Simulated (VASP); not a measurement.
# W (Immm) in VASP: single point with PBE

Aim: the single point of W with PBE.

Everything below comes from runs of VASP 6.6.1. Logs are shortened: lines on timing, memory, paths and dates and some standing lists are left out, and cuts for length are marked.

### Step 1. The cell of the first run

The structure is orthorhombic, space group Immm (No. 71). The conventional cell has a = 3.155 Å, b = 3.195 Å, c = 3.235 Å, α = 90.00°, β = 90.00°, γ = 90.00°. W (site symmetry mmm) has 14 W at 2.77 to 3.23 Å within 3.6 Å.

### Step 2. Single point, PBE (strain +0.0125 x Voigt [1, -1, 0, 0, 0, 0])

INCAR

```
PREC = Accurate ; ENCUT = 520
EDIFF = 1E-6 ; ISMEAR = 0
SIGMA = 0.15 ; LREAL = F
LASPH = T ; NELM = 60
ALGO = Fast ; ISIF = 2
LWAVE = F ; LCHARG = F
GGA = PE ; NBANDS = 13
```

KPOINTS

```
regular mesh
0
Gamma
  20 20 20
```

POSCAR

```
W
1.0
   -1.6172662500      1.5773337500      1.5973000000
    1.6172662500     -1.5773337500      1.5973000000
    1.6172662500      1.5773337500     -1.5973000000
W
1
Direct
    0.0000000000      0.0000000000      0.0000000000
```

Potentials or basis: VASP PAW PBE potentials, release 64 (W_sv).

Launch:

```
$ cat potpaw_PBE.64/W_sv/POTCAR > POTCAR
$ mpirun -np 1 vasp_std > vasp.out
```

OUTCAR:

```text
PREC = Accurate
   ENCUT = 520
   EDIFF = 1E-6
   ISMEAR = 0
   LREAL = F
   LASPH = T
   NELM = 60
   ISIF = 2
   GGA = PE

 ion  position               nearest neighbor table
   1  0.000  0.000  0.000-

  LATTYP: Found a body centered orthorhombic cell.
 ALAT       =     3.1546675000
 B/A-ratio  =     1.0126582278
 C/A-ratio  =     1.0253164557

  Lattice vectors:

 A1 = (  -1.6172662500,  -1.5773337500,  -1.5973000000)
 A2 = (  -1.6172662500,   1.5773337500,   1.5973000000)
 A3 = (   1.6172662500,   1.5773337500,  -1.5973000000)

Analysis of symmetry for initial positions (statically):
=====================================================================
 Subroutine PRICEL returns:
 Original cell was already a primitive cell.

 Routine SETGRP: Setting up the symmetry group for a
 body centered orthorhombic supercell.

 Subroutine GETGRP returns: Found  8 space group operations
 (whereof  8 operations were pure point group operations)
 out of a pool of  8 trial point group operations.

The static configuration has the point symmetry D_2h.

Analysis of symmetry for dynamics (positions and initial velocities):
=====================================================================
 Subroutine PRICEL returns:
 Original cell was already a primitive cell.

 Routine SETGRP: Setting up the symmetry group for a
 body centered orthorhombic supercell.

 Subroutine GETGRP returns: Found  8 space group operations
 (whereof  8 operations were pure point group operations)
 out of a pool of  8 trial point group operations.

The dynamic configuration has the point symmetry D_2h.

 Subroutine INISYM returns: Found  8 space group operations
 (whereof  8 operations are pure point group operations),
 and found     1 'primitive' translations

----------------------------------------------------------------------------------------

                                     Primitive cell

  volume of cell :      16.2986

  direct lattice vectors                    reciprocal lattice vectors
    -1.617266250  1.577333750  1.597300000     0.000000000  0.316990618  0.313028235
     1.617266250 -1.577333750  1.597300000     0.309163689  0.000000000  0.313028235
     1.617266250  1.577333750 -1.597300000     0.309163689  0.316990618  0.000000000

  length of vectors
     2.766748845  2.766748845  2.766748845     0.445499414  0.439964615  0.442792546
[... 85 lines left out ...]
   ISIF   =      2    stress and relaxation
   ISYM   =      2    0-nonsym 1-usesym 2-fastsym
   POTIM  = 0.5000    time-step for ionic-motion
   TEBEG  =    0.0;   TEEND  =   0.0 temperature during run
   PSTRESS=    0.0 pullay stress
   NELECT =      14.0000    total number of electrons
   NUPDOWN=      -1.0000    fix difference up-down
   EMIN   =  10.00;   EMAX   =-10.00  energy-range for DOS
   EFERMI =   0.00;   METHOD = LEGACY
   ISMEAR =     0;   SIGMA  =   0.15  broadening in eV -4-tet -1-fermi 0-gaus
   EFERMI_NEDOS =   21; number of points for ismear=-14 and -15
   IALGO  =     68    algorithm
   IMIX   =      4    mixing-type and parameters
     AMIX     =   0.40;   BMIX     =  1.00
     AMIX_MAG =   1.60;   BMIX_MAG =  1.00
  volume/ion in A,a.u.               =      16.30       109.99
  Fermi-wavevector in a.u.,A,eV,Ry     =   1.556206  2.940802 32.950261  2.421776
  Thomas-Fermi vector in A             =   2.660035
   LORBIT       =      0    0 simple, 1 ext, 2 COOP (PROOUT), +10 PAW based schemes
   GGA     = PE    functional components
   LHFCALC =     F    Hartree Fock is set to
   AEXX    =    0.0000 exact exchange contribution
   IVDW    =     0    specifies the selected vdW correction
   LEPSILON=     F    determine dielectric tensor
   LRPA    =     F    only Hartree local field effects (RPA)
 non-spin polarized calculation
 RMM-DIIS sequential band-by-band and
 Gauss-broadening in eV      SIGMA  =   0.15
  energy-cutoff  :      520.00
  volume of cell :       16.30
 maximum number of plane-waves:       454
 NGX is ok and might be reduce to    24
   NGX = 11   NGY = 11   NGZ = 11

 number of electron      14.0000001 magnetization

 Free energy of the ion-electron system (eV)
  ---------------------------------------------------
  ext. energy  EPLUGINS =         0.00000000
  ---------------------------------------------------
  free energy    TOTEN  =       -12.95414344 eV

  energy without entropy =      -12.95013794  energy(sigma->0) =      -12.95214069

 E-fermi :  11.0807     XC(G=0): -13.4843

 val. band max:       11.0714075641   @ k =  -0.1500  -0.1500   0.1000
 cond. band min:      11.0816062601   @ k =   0.3500  -0.2500   0.2000
 fundamental gap:      0.0101986961
 Fermi energy:        11.0806838088

 k-point     1 :       0.0000    0.0000    0.0000
  band No.  band energies     occupation
      1     -63.1790      2.00000
      2     -26.7857      2.00000
      3     -26.7805      2.00000
      4     -26.7730      2.00000
      5       1.5629      2.00000
      6       9.7028      2.00000
      7       9.8685      2.00000
      8      10.0237      2.00000
      9      13.0489      0.00000
     10      13.4189      0.00000
     11      25.2690      0.00000
     12      25.5001      0.00000
     13      25.7440      0.00000
[... 354 lines left out ...]
  band No.  band energies     occupation
      1     -63.0758      2.00000
      2     -27.7833      2.00000
      3     -27.1300      2.00000
      4     -26.8047      2.00000
      5       5.0252      2.00000
      6       7.7440      2.00000
      7      10.0349      2.00000
      8      13.2086      0.00000
      9      13.9890      0.00000
     10      15.3793      0.00000
     11      23.4923      0.00000
     12      23.8706      0.00000
     13      29.4769      0.00000

 [... further k-points ...]

------------------------ aborting loop because EDIFF is reached ----------------------------------------

  FORCE on cell =-STRESS in cart. coord.  units (eV):
  Direction    XX          YY          ZZ          XY          YZ          ZX
  --------------------------------------------------------------------------------------
  -------------------------------------------------------------------------------------
  Total       -0.6740412      0.1650861     -0.2690035      0.0000000     -0.0000000      0.0000000
  in kB      -66.2590790     16.2281649    -26.4433752      0.0000000     -0.0000000      0.0000000
  external PRESSURE =     -25.4914298 kB  Pullay stress =       0.0000000 kB

 VOLUME and BASIS-vectors are now :
 -----------------------------------------------------------------------------
  energy-cutoff  :      520.00
  volume of cell :       16.30
      direct lattice vectors                 reciprocal lattice vectors
    -1.617266250  1.577333750  1.597300000     0.000000000  0.316990618  0.313028235
     1.617266250 -1.577333750  1.597300000     0.309163689  0.000000000  0.313028235
     1.617266250  1.577333750 -1.597300000     0.309163689  0.316990618  0.000000000

 POSITION                                       TOTAL-FORCE (eV/Angst)
 -----------------------------------------------------------------------------------
      0.00000      0.00000      0.00000         0.000000      0.000000     -0.000000
 -----------------------------------------------------------------------------------
    total drift:                               -0.000000      0.000000      0.000000

  FREE ENERGIE OF THE ION-ELECTRON SYSTEM (eV)
  ---------------------------------------------------
  free  energy   TOTEN  =       -12.9541434424 eV

  energy  without entropy=      -12.9501379381  energy(sigma->0) =      -12.95214069
```

OSZICAR:

```text
N       E                     dE             d eps       ncg     rms          rms(c)
DAV:   1     0.842746005486E+02    0.84275E+02   -0.74458E+03 30441   0.122E+03
DAV:   2    -0.119501084051E+02   -0.96225E+02   -0.92520E+02 34066   0.315E+02
DAV:   3    -0.135892080922E+02   -0.16391E+01   -0.16344E+01 33344   0.399E+01
DAV:   4    -0.135959212927E+02   -0.67132E-02   -0.67130E-02 33641   0.284E+00
DAV:   5    -0.135959793829E+02   -0.58090E-04   -0.58091E-04 33691   0.248E-01    0.199E+01
RMM:   6    -0.130868046004E+02    0.50917E+00   -0.41737E-01 32796   0.603E+00    0.814E+00
RMM:   7    -0.129570397676E+02    0.12976E+00   -0.30249E-01 32964   0.513E+00    0.932E-01
RMM:   8    -0.129543599405E+02    0.26798E-02   -0.11920E-02 37872   0.120E+00    0.260E-01
RMM:   9    -0.129541561333E+02    0.20381E-03   -0.18384E-03 36608   0.512E-01    0.237E-02
RMM:  10    -0.129541545542E+02    0.15791E-05   -0.27650E-04 37925   0.197E-01    0.117E-02
RMM:  11    -0.129541425032E+02    0.12051E-04   -0.37989E-05 38598   0.748E-02    0.483E-03
RMM:  12    -0.129541434424E+02   -0.93920E-06   -0.72225E-06 35614   0.354E-02
   1 F= -.12954143E+02 E0= -.12952141E+02  d E =-.400550E-02
```

It took 2.3 min on 1 thread of Intel Xeon Platinum 8375C at 2.90GHz (Ice Lake), shared host; peak memory 0.34 GiB.

Results:

```yaml
Free_energy: -12.9541 eV
Pressure: -2.5 GPa
Band_gap_on_the_k_mesh: zero (band 7 reaches 15.96 eV, above the bottom of band 8 at 9.98 eV)
```

Stress tensor (GPa, compression positive):
```
-6.63  0.00  0.00
 0.00  1.62  0.00
 0.00  0.00 -2.64
```

Levels at points of the mesh, in eV from the Fermi level:
```
           k point  band 4  band 5  band 6  band 7  band 8  band 9  band 10  band 11
(0.00, 0.00, 0.00)  -37.85   -9.52   -1.38   -1.21   -1.06    1.97     2.34    14.19
(0.50, 0.00, 0.00)  -37.88   -6.13   -3.63    0.65    2.23    3.11     5.90    10.70
(0.00, 0.50, 0.00)  -37.86   -6.14   -3.30    0.46    1.81    2.89     5.83    10.50
(0.50, 0.50, 0.00)  -37.87   -6.13   -3.47    0.55    1.99    3.04     5.86    10.60
(0.50, 0.50, 0.50)  -38.65   -5.68   -5.62    4.88    4.93    4.98     7.65     7.99
```

Caveat: the cell differs from its parent crystal (strain +0.0125 x Voigt [1, -1, 0, 0, 0, 0]); spin-orbit coupling is left out, which moves the levels of the heavy elements.
